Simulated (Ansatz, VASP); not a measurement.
## SnO2 in VASP and in Ansatz

```
Sn O
1.0
     1.56285    0.90231    4.78710
    -1.56285    0.90231    4.78710
     0.00000   -1.80462    4.78710
Sn O
1 2
Direct
  0.50000 0.50000 0.50000
  0.23488 0.23488 0.23488
  0.76512 0.76512 0.76512
```

Alike in both runs: task single point; functional PBE; k mesh 12 × 12 × 12; occupations gaussian, width 0.05 eV; no spin polarisation.

```csv
,VASP,Ansatz
version,VASP 6.6.1,Ansatz 0.2.0
potentials or method,"VASP PAW PBE potentials, release 64 (Sn_d, O), cutoff 520 eV","scalar-relativistic, plane waves, PAW"
valence electrons in the cell,26,26
```

```csv
,VASP,Ansatz,Ansatz less VASP
gap on the k mesh at the Fermi level (eV),2.71,2.73,+0.020
least direct gap on the mesh (eV),3.01,3.02,+0.012
pressure (GPa),17.8,17.0,-0.82
"traceless stress, the component that is largest in VASP (GPa)",-7.81,-7.32,+0.487
rms of the force components (eV/Å),0.589,0.554,-0.0344
```

Atom by atom the forces differ by 0.034 eV/Å (rms over components).
